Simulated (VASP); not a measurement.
# SnTe (Fm-3m) in VASP: notebook

SnTe is run at these levels: PBE; tasks: electric field gradients, single point.

Everything below comes from runs of VASP 6.6.1. Logs are shortened: lines on timing, memory, paths and dates and some standing lists are left out, and cuts for length are marked.

**1. The cell of the first run**

The structure is cubic, space group Fm-3m (No. 225). The conventional cell has a = 6.206 Å, b = 6.206 Å, c = 6.206 Å, α = 90.00°, β = 90.00°, γ = 90.00°. Within 4.1 Å of Sn (site symmetry m-3m) lie 6 Te at 3.10 Å. Te (site symmetry m-3m) has 6 Sn at 3.10 Å within 4.1 Å.

**2. Electric field gradients, PBE (29.88 Å³/atom)**

INCAR

```
SYSTEM = SnTe
PREC = Accurate
ENCUT = 520
EDIFF = 1E-8
ISMEAR = -1
SIGMA = 0.08
LREAL = .FALSE.
LASPH = .TRUE.
NELM = 60
ALGO = Normal
ISIF = 2
LWAVE = .FALSE.
LCHARG = .FALSE.
GGA = PE
LEFG = .TRUE.
NBANDS = 17
```

KPOINTS

```
regular mesh
0
G
  11 11 11
  0 0 0
```

POSCAR

```
SnTe
1.0
    0.0000000000      3.1029896626      3.1029896626
    3.1029896626      0.0000000000      3.1029896626
    3.1029896626      3.1029896626      0.0000000000
Sn Te
1 1
Direct
    0.0000000000      0.0000000000      0.0000000000
    0.5000000000      0.5000000000      0.5000000000
```

Potentials or basis: VASP PAW PBE potentials, release 64 (Sn_d, Te).

Run with:

```bash
$ cat potpaw_PBE.64/Sn_d/POTCAR potpaw_PBE.64/Te/POTCAR > POTCAR
$ mpirun -np 1 vasp_std > vasp.out
```

OUTCAR:

```text
SYSTEM = SnTe
   PREC = Accurate
   ENCUT = 520
   EDIFF = 1E-8
   ISMEAR = -1
   LREAL = .FALSE.
   LASPH = .TRUE.
   NELM = 60
   ISIF = 2
   GGA = PE

 ion  position               nearest neighbor table
   1  0.000  0.000  0.000-   2 3.10   2 3.10   2 3.10   2 3.10   2 3.10   2 3.10
   2  0.500  0.500  0.500-   1 3.10   1 3.10   1 3.10   1 3.10   1 3.10   1 3.10

  LATTYP: Found a face centered cubic cell.
 ALAT       =     6.2059793252

  Lattice vectors:

 A1 = (   0.0000000000,   3.1029896626,   3.1029896626)
 A2 = (   3.1029896626,   0.0000000000,   3.1029896626)
 A3 = (   3.1029896626,   3.1029896626,   0.0000000000)

Analysis of symmetry for initial positions (statically):
=====================================================================
 Subroutine PRICEL returns:
 Original cell was already a primitive cell.

 Routine SETGRP: Setting up the symmetry group for a
 face centered cubic supercell.

 Subroutine GETGRP returns: Found 48 space group operations
 (whereof 48 operations were pure point group operations)
 out of a pool of 48 trial point group operations.

The static configuration has the point symmetry O_h .

Analysis of symmetry for dynamics (positions and initial velocities):
=====================================================================
 Subroutine PRICEL returns:
 Original cell was already a primitive cell.

 Routine SETGRP: Setting up the symmetry group for a
 face centered cubic supercell.

 Subroutine GETGRP returns: Found 48 space group operations
 (whereof 48 operations were pure point group operations)
 out of a pool of 48 trial point group operations.

The dynamic configuration has the point symmetry O_h .

 Subroutine INISYM returns: Found 48 space group operations
 (whereof 48 operations are pure point group operations),
 and found     1 'primitive' translations

----------------------------------------------------------------------------------------

                                     Primitive cell

  volume of cell :      59.7546

  direct lattice vectors                    reciprocal lattice vectors
     0.000000000  3.102989663  3.102989663    -0.161134923  0.161134923  0.161134923
[... 123 lines left out ...]

 number of electron      19.9999998 magnetization

 Free energy of the ion-electron system (eV)
  ---------------------------------------------------
  ext. energy  EPLUGINS =         0.00000000
  ---------------------------------------------------
  free energy    TOTEN  =        -7.48181076 eV

  energy without entropy =       -7.47947926  energy(sigma->0) =       -7.48064501

 E-fermi :   7.5854     XC(G=0):  -9.7015

 val. band max:        7.4268604814   @ k =   0.4545   0.0000   0.0000
 cond. band min:       7.8736362526   @ k =  -0.3636   0.0909   0.0000
 fundamental gap:      0.4467757712
 Fermi energy:         7.5853525289

 k-point     1 :       0.0000    0.0000    0.0000
  band No.  band energies     occupation
      1     -14.3778      2.00000
      2     -14.3778      2.00000
      3     -14.3693      2.00000
      4     -14.3693      2.00000
      5     -14.3693      2.00000
      6      -5.6087      2.00000
[... 457 lines left out ...]
      4     -14.3652      2.00000
      5     -14.3634      2.00000
      6      -4.8628      2.00000
[... 9 lines left out ...]
     16      15.4855      0.00000
     17      15.6446      0.00000

 [... further k-points ...]

------------------------ aborting loop because EDIFF is reached ----------------------------------------

  FORCE on cell =-STRESS in cart. coord.  units (eV):
  Direction    XX          YY          ZZ          XY          YZ          ZX
  --------------------------------------------------------------------------------------
  -------------------------------------------------------------------------------------
  Total        1.8001572      1.8001572      1.8001572      0.0000000     -0.0000000     -0.0000000
  in kB       48.2669698     48.2669698     48.2669698      0.0000000     -0.0000000     -0.0000000
  external PRESSURE =      48.2669698 kB  Pullay stress =       0.0000000 kB

 VOLUME and BASIS-vectors are now :
 -----------------------------------------------------------------------------
  energy-cutoff  :      520.00
  volume of cell :       59.75
      direct lattice vectors                 reciprocal lattice vectors
     0.000000000  3.102989663  3.102989663    -0.161134923  0.161134923  0.161134923
     3.102989663  0.000000000  3.102989663     0.161134923 -0.161134923  0.161134923
     3.102989663  3.102989663  0.000000000     0.161134923  0.161134923 -0.161134923

 POSITION                                       TOTAL-FORCE (eV/Angst)
 -----------------------------------------------------------------------------------
      0.00000      0.00000      0.00000         0.000000      0.000000      0.000000
      3.10299      3.10299      3.10299         0.000000      0.000000     -0.000000
 -----------------------------------------------------------------------------------
    total drift:                               -0.000000      0.000000      0.000000

  FREE ENERGIE OF THE ION-ELECTRON SYSTEM (eV)
  ---------------------------------------------------
  free  energy   TOTEN  =        -7.4818107649 eV

  energy  without entropy=       -7.4794792607  energy(sigma->0) =       -7.48064501

 Electric field gradients (V/A^2)
---------------------------------------------------------------------
 ion       V_xx      V_yy      V_zz      V_xy      V_xz      V_yz
---------------------------------------------------------------------
   1      -0.000    -0.000    -0.000    -0.001    -0.001    -0.001
   2      -0.000     0.000     0.000     0.000     0.000     0.000
---------------------------------------------------------------------

 Electric field gradients after diagonalization (V/A^2)
 (convention: |V_zz| > |V_xx| > |V_yy|)
----------------------------------------------------------------------
 ion       V_xx      V_yy      V_zz     asymmetry (V_yy - V_xx)/ V_zz
----------------------------------------------------------------------
   1       0.001     0.001    -0.002       0.000
   2      -0.000    -0.000     0.000       0.000
----------------------------------------------------------------------

           NMR quadrupolar parameters

 Cq : quadrupolar parameter    Cq=e*Q*V_zz/h
 eta: asymmetry parameters     (V_yy - V_xx)/ V_zz
 Q  : nuclear electric quadrupole moment in mb (millibarn)
----------------------------------------------------------------------
 ion       Cq(MHz)       eta       Q (mb)
----------------------------------------------------------------------
   1      -0.000       0.000       1.000
   2       0.000       0.000       1.000
----------------------------------------------------------------------
```

OSZICAR:

```text
N       E                     dE             d eps       ncg     rms          rms(c)
DAV:   1     0.126294155834E+03    0.12629E+03   -0.96731E+03  1914   0.139E+03
DAV:   2     0.369004417607E+01   -0.12260E+03   -0.11917E+03  2075   0.333E+02
DAV:   3    -0.720635677519E+01   -0.10896E+02   -0.10801E+02  2388   0.884E+01
DAV:   4    -0.750799174455E+01   -0.30163E+00   -0.30142E+00  2220   0.153E+01
DAV:   5    -0.751988978492E+01   -0.11898E-01   -0.11897E-01  2777   0.294E+00    0.520E+00
DAV:   6    -0.748028039832E+01    0.39609E-01   -0.89603E-02  2591   0.208E+00    0.325E+00
DAV:   7    -0.748191875934E+01   -0.16384E-02   -0.45533E-02  2388   0.110E+00    0.662E-01
DAV:   8    -0.748168223577E+01    0.23652E-03   -0.69311E-03  2449   0.665E-01    0.182E-01
DAV:   9    -0.748181923797E+01   -0.13700E-03   -0.50359E-04  2562   0.229E-01    0.380E-02
DAV:  10    -0.748180726156E+01    0.11976E-04   -0.78782E-05  2554   0.834E-02    0.166E-02
DAV:  11    -0.748181106147E+01   -0.37999E-05   -0.28760E-05  2323   0.473E-02    0.171E-02
DAV:  12    -0.748181107646E+01   -0.14989E-07   -0.18659E-06  2487   0.135E-02    0.767E-03
DAV:  13    -0.748181034233E+01    0.73414E-06   -0.69771E-07  2248   0.762E-03    0.876E-03
DAV:  14    -0.748181069001E+01   -0.34768E-06   -0.15739E-07  2160   0.206E-03    0.849E-04
DAV:  15    -0.748181080475E+01   -0.11474E-06   -0.15310E-08  1966   0.553E-04    0.160E-03
DAV:  16    -0.748181076712E+01    0.37632E-07   -0.12662E-08  1385   0.916E-04    0.189E-04
DAV:  17    -0.748181076485E+01    0.22674E-08   -0.16687E-09  1083   0.215E-04
   1 F= -.74818108E+01 E0= -.74806450E+01  d E =-.233150E-02
```

It took 2.2 min on 1 thread of Intel Xeon 8259CL, shared host; peak memory 0.23 GiB.

Results:

```
Free energy                             : -7.4818 eV
Pressure                                : 4.8 GPa
Largest electric field gradient by atom : zero within the noise of the run
```

Caveat: this odd mesh misses L, so gap, dielectric constants and Born charges aren't listed; the cell stands under pressure; spin-orbit coupling is left out, which moves the levels of the heavy elements.

**3. Electric field gradients, PBE (32.71 Å³/atom)**

This run uses another cell than the first one, of 32.71 Å³/atom.

INCAR

```
SYSTEM = SnTe
PREC = Accurate ; ENCUT = 520
EDIFF = 1E-8 ; ISMEAR = -1
SIGMA = 0.08 ; LREAL = .FALSE.
LASPH = .TRUE. ; NELM = 80
ALGO = Normal ; ISIF = 2
LWAVE = .FALSE. ; LCHARG = .FALSE.
GGA = PE ; LEFG = .TRUE.
NBANDS = 17
```

KPOINTS is that of step 2.

POSCAR

```
SnTe
1.0
    0.0000000000      3.1980376582      3.1980376582
    3.1980376582      0.0000000000      3.1980376582
    3.1980376582      3.1980376582      0.0000000000
Sn Te
1 1
Direct
    0.0000000000      0.0000000000      0.0000000000
    0.5000000000      0.5000000000      0.5000000000
```

Potentials or basis: VASP PAW PBE potentials, release 64 (Sn_d, Te).

Run with:

```bash
$ cat potpaw_PBE.64/Sn_d/POTCAR potpaw_PBE.64/Te/POTCAR > POTCAR
$ mpirun -np 1 vasp_std > vasp.out
```

OUTCAR:

```text
SYSTEM = SnTe
   PREC = Accurate
   ENCUT = 520
   EDIFF = 1E-8
   ISMEAR = -1
   LREAL = .FALSE.
   LASPH = .TRUE.
   NELM = 80
   ISIF = 2
   GGA = PE

 ion  position               nearest neighbor table
   1  0.000  0.000  0.000-   2 3.20   2 3.20   2 3.20   2 3.20   2 3.20   2 3.20
   2  0.500  0.500  0.500-   1 3.20   1 3.20   1 3.20   1 3.20   1 3.20   1 3.20

  LATTYP: Found a face centered cubic cell.
 ALAT       =     6.3960753164

  Lattice vectors:

 A1 = (   0.0000000000,   3.1980376582,   3.1980376582)
 A2 = (   3.1980376582,   0.0000000000,   3.1980376582)
 A3 = (   3.1980376582,   3.1980376582,   0.0000000000)

Analysis of symmetry for initial positions (statically):
=====================================================================
 Subroutine PRICEL returns:
 Original cell was already a primitive cell.

 Routine SETGRP: Setting up the symmetry group for a
 face centered cubic supercell.

[... 669 lines left out ...]
      direct lattice vectors                 reciprocal lattice vectors
     0.000000000  3.198037658  3.198037658    -0.156345876  0.156345876  0.156345876
     3.198037658  0.000000000  3.198037658     0.156345876 -0.156345876  0.156345876
     3.198037658  3.198037658  0.000000000     0.156345876  0.156345876 -0.156345876

 POSITION                                       TOTAL-FORCE (eV/Angst)
 -----------------------------------------------------------------------------------
      0.00000      0.00000      0.00000        -0.000000     -0.000000     -0.000000
      3.19804      3.19804      3.19804         0.000000      0.000000      0.000000
 -----------------------------------------------------------------------------------
    total drift:                               -0.000000      0.000000      0.000000

  FREE ENERGIE OF THE ION-ELECTRON SYSTEM (eV)
  ---------------------------------------------------
  free  energy   TOTEN  =        -7.5657777420 eV

  energy  without entropy=       -7.5645046290  energy(sigma->0) =       -7.56514119

 Electric field gradients (V/A^2)
---------------------------------------------------------------------
 ion       V_xx      V_yy      V_zz      V_xy      V_xz      V_yz
---------------------------------------------------------------------
   1       0.000    -0.000    -0.000    -0.001    -0.001    -0.001
   2      -0.000    -0.000    -0.000    -0.000    -0.000    -0.000
---------------------------------------------------------------------

 Electric field gradients after diagonalization (V/A^2)
 (convention: |V_zz| > |V_xx| > |V_yy|)
----------------------------------------------------------------------
 ion       V_xx      V_yy      V_zz     asymmetry (V_yy - V_xx)/ V_zz
----------------------------------------------------------------------
   1       0.001     0.001    -0.003       0.000
   2       0.000     0.000    -0.000       0.000
----------------------------------------------------------------------

           NMR quadrupolar parameters

 Cq : quadrupolar parameter    Cq=e*Q*V_zz/h
 eta: asymmetry parameters     (V_yy - V_xx)/ V_zz
 Q  : nuclear electric quadrupole moment in mb (millibarn)
----------------------------------------------------------------------
 ion       Cq(MHz)       eta       Q (mb)
----------------------------------------------------------------------
   1      -0.000       0.000       1.000
   2      -0.000       0.000       1.000
----------------------------------------------------------------------
```

OSZICAR:

```text
N       E                     dE             d eps       ncg     rms          rms(c)
DAV:   1     0.122665276741E+03    0.12267E+03   -0.95278E+03  1916   0.134E+03
DAV:   2     0.372972473135E+01   -0.11894E+03   -0.11607E+03  2026   0.319E+02
DAV:   3    -0.729718754375E+01   -0.11027E+02   -0.10916E+02  2353   0.884E+01
DAV:   4    -0.761676222895E+01   -0.31957E+00   -0.31934E+00  2292   0.154E+01
DAV:   5    -0.762934884147E+01   -0.12587E-01   -0.12586E-01  2769   0.301E+00    0.410E+00
DAV:   6    -0.756365973884E+01    0.65689E-01   -0.15664E-01  2511   0.248E+00    0.256E+00
DAV:   7    -0.756489756478E+01   -0.12378E-02   -0.55889E-02  2263   0.110E+00    0.859E-01
DAV:   8    -0.756569191851E+01   -0.79435E-03   -0.72436E-03  2427   0.676E-01    0.160E-01
DAV:   9    -0.756576173202E+01   -0.69814E-04   -0.78349E-04  2711   0.252E-01    0.449E-02
DAV:  10    -0.756577108534E+01   -0.93533E-05   -0.12370E-04  2415   0.859E-02    0.200E-02
DAV:  11    -0.756577864490E+01   -0.75596E-05   -0.38639E-05  2319   0.437E-02    0.240E-02
DAV:  12    -0.756577845336E+01    0.19154E-06   -0.19595E-06  2295   0.763E-03    0.146E-02
DAV:  13    -0.756577780041E+01    0.65295E-06   -0.39821E-07  2280   0.378E-03    0.564E-03
DAV:  14    -0.756577766477E+01    0.13564E-06   -0.56971E-07  2624   0.659E-03    0.108E-03
DAV:  15    -0.756577767509E+01   -0.10318E-07   -0.48187E-08  2086   0.107E-03    0.180E-03
DAV:  16    -0.756577773448E+01   -0.59390E-07   -0.15532E-09  1139   0.290E-04    0.233E-04
DAV:  17    -0.756577774916E+01   -0.14680E-07   -0.74117E-10  1073   0.148E-04    0.118E-04
DAV:  18    -0.756577774203E+01    0.71223E-08   -0.10409E-10  1074   0.897E-05
   1 F= -.75657777E+01 E0= -.75651412E+01  d E =-.127311E-02
```

stdout:

```text
POSCAR found type information on POSCAR SnTe
 POSCAR found :  2 types and       2 ions
 scaLAPACK will be used
 LDA part: xc-table for (Slater+PW92), standard interpolation
 POSCAR, INCAR and KPOINTS ok, starting setup
 FFT: planning ... GRIDC
 FFT: planning ... GRID_SOFT
 FFT: planning ... GRID
 WAVECAR not read
 entering main loop
ion   1

ion   2
```

Wall time 97 s (1 thread of Intel Xeon 8259CL, shared host); peak memory 0.24 GiB.

What came out:

```
Free energy                             : -7.5658 eV
Pressure                                : 0.2 GPa
Largest electric field gradient by atom : zero within the noise of the run
```

Caveat: this odd mesh misses L, so gap, dielectric constants and Born charges aren't listed; spin-orbit coupling is left out, which moves the levels of the heavy elements.

**4. Electric field gradients, PBE (33.02 Å³/atom)**

This run uses another cell than the first one, of 33.02 Å³/atom.

INCAR

```
PREC = Accurate
ENCUT = 520
EDIFF = 1E-8
ISMEAR = -1
SIGMA = 0.08
LREAL = F
LASPH = T
NELM = 100
ALGO = Normal
ISIF = 2
LWAVE = F
LCHARG = F
GGA = PE
LEFG = T
NBANDS = 17
```

KPOINTS

```
regular mesh
0
Gamma
  11 11 11
```

POSCAR

```
SnTe
1.0
    0.0000000000      3.2082551003      3.2082551003
    3.2082551003      0.0000000000      3.2082551003
    3.2082551003      3.2082551003      0.0000000000
Sn Te
1 1
Direct
    0.0000000000      0.0000000000      0.0000000000
    0.5000000000      0.5000000000      0.5000000000
```

Potentials or basis: VASP PAW PBE potentials, release 64 (Sn_d, Te).

Run with:

```bash
$ cat potpaw_PBE.64/Sn_d/POTCAR potpaw_PBE.64/Te/POTCAR > POTCAR
$ mpirun -np 1 vasp_std > vasp.out
```

OUTCAR:

```text
PREC = Accurate
   ENCUT = 520
   EDIFF = 1E-8
   ISMEAR = -1
   LREAL = F
   LASPH = T
   NELM = 100
   ISIF = 2
   GGA = PE

 ion  position               nearest neighbor table
   1  0.000  0.000  0.000-   2 3.21   2 3.21   2 3.21   2 3.21   2 3.21   2 3.21
   2  0.500  0.500  0.500-   1 3.21   1 3.21   1 3.21   1 3.21   1 3.21   1 3.21

  LATTYP: Found a face centered cubic cell.
 ALAT       =     6.4165102006

  Lattice vectors:

 A1 = (   0.0000000000,   3.2082551003,   3.2082551003)
 A2 = (   3.2082551003,   0.0000000000,   3.2082551003)
[... 692 lines left out ...]
  ---------------------------------------------------
  free  energy   TOTEN  =        -7.5660144989 eV

  energy  without entropy=       -7.5648112659  energy(sigma->0) =       -7.56541288

 Electric field gradients (V/A^2)
---------------------------------------------------------------------
 ion       V_xx      V_yy      V_zz      V_xy      V_xz      V_yz
---------------------------------------------------------------------
   1      -0.000     0.000    -0.000    -0.001    -0.001    -0.001
   2      -0.000    -0.000    -0.000    -0.000    -0.000    -0.000
---------------------------------------------------------------------

 Electric field gradients after diagonalization (V/A^2)
 (convention: |V_zz| > |V_xx| > |V_yy|)
----------------------------------------------------------------------
 ion       V_xx      V_yy      V_zz     asymmetry (V_yy - V_xx)/ V_zz
----------------------------------------------------------------------
   1       0.001     0.001    -0.002       0.000
   2       0.000     0.000    -0.000       0.000
----------------------------------------------------------------------

           NMR quadrupolar parameters

 Cq : quadrupolar parameter    Cq=e*Q*V_zz/h
 eta: asymmetry parameters     (V_yy - V_xx)/ V_zz
 Q  : nuclear electric quadrupole moment in mb (millibarn)
----------------------------------------------------------------------
 ion       Cq(MHz)       eta       Q (mb)
----------------------------------------------------------------------
   1      -0.000       0.000       1.000
   2      -0.000       0.000       1.000
----------------------------------------------------------------------
```

stdout:

```text
POSCAR found type information on POSCAR SnTe
 POSCAR found :  2 types and       2 ions
 scaLAPACK will be used
 LDA part: xc-table for (Slater+PW92), standard interpolation
 POSCAR, INCAR and KPOINTS ok, starting setup
 FFT: planning ... GRIDC
 FFT: planning ... GRID_SOFT
 FFT: planning ... GRID
 WAVECAR not read
 entering main loop
ion   1

ion   2
```

It took 1.8 min on 1 thread of Intel Xeon 8259CL, shared host; peak memory 0.24 GiB.

Results:

| Item | Value |
| --- | --- |
| Free energy | -7.5660 eV |
| Pressure | -0.2 GPa |
| Largest electric field gradient by atom | zero within the noise of the run |

Levels at points of the mesh, in eV from the Fermi level:
```
           k point  band 6  band 7  band 8  band 9  band 10  band 11  band 12  band 13  band 14  band 15
(0.00, 0.00, 0.00)  -12.42   -4.88   -2.00   -2.00    -2.00     3.23     3.23     3.23     4.85     4.85
```

Caveat: this odd mesh misses L, so gap, dielectric constants and Born charges aren't listed; spin-orbit coupling is left out, which moves the levels of the heavy elements.

[end of part 1 of 2]
